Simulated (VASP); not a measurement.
Input of a VASP 6.6.1 run:

Contents of INCAR:

```
  PREC = Accurate
  ENCUT = 520
  EDIFF = 1E-6
  ISMEAR = 0
  SIGMA = 0.1
  LREAL = F
  LASPH = T
  NELM = 80
  ALGO = Normal
  ISIF = 2
  LWAVE = F
  LCHARG = T
  GGA = PE
  LELF = T
  LVHAR = T
  NBANDS = 24
```

Contents of KPOINTS:

```
Automatic mesh
0
Gamma
  6 6 6
```

File POSCAR:

```
TaN
1.0
    1.5513620200      0.8956792800      4.9630998800
   -1.5513620200      0.8956792800      4.9630998800
    0.0000000000     -1.7913585600      4.9630998800
Ta N
2 2
Direct
    0.5000000000      0.5000000000      0.5000000000
    0.0000000000      0.0000000000      0.0000000000
    0.2586112400      0.2586112400      0.2586112400
    0.7413887600      0.7413887600      0.7413887600
```

Potentials or basis: VASP PAW PBE potentials, release 64 (Ta_pv, N).

Run with:

```bash
$ cat potpaw_PBE.64/Ta_pv/POTCAR potpaw_PBE.64/N/POTCAR > POTCAR
$ mpirun -np 1 vasp_std > vasp.out
```

(1) Estimate the pressure.

(2) Predict the largest force.

Results:

(1) 18.8 GPa.

(2) 1.888 eV/Å.

Caveat: the k points lie up to 0.40 Å⁻¹ apart, too coarse for converged energies and pressures of a metal; forces of over 1 eV/Å act on the atoms, so gaps and moduli don't describe the material at rest.
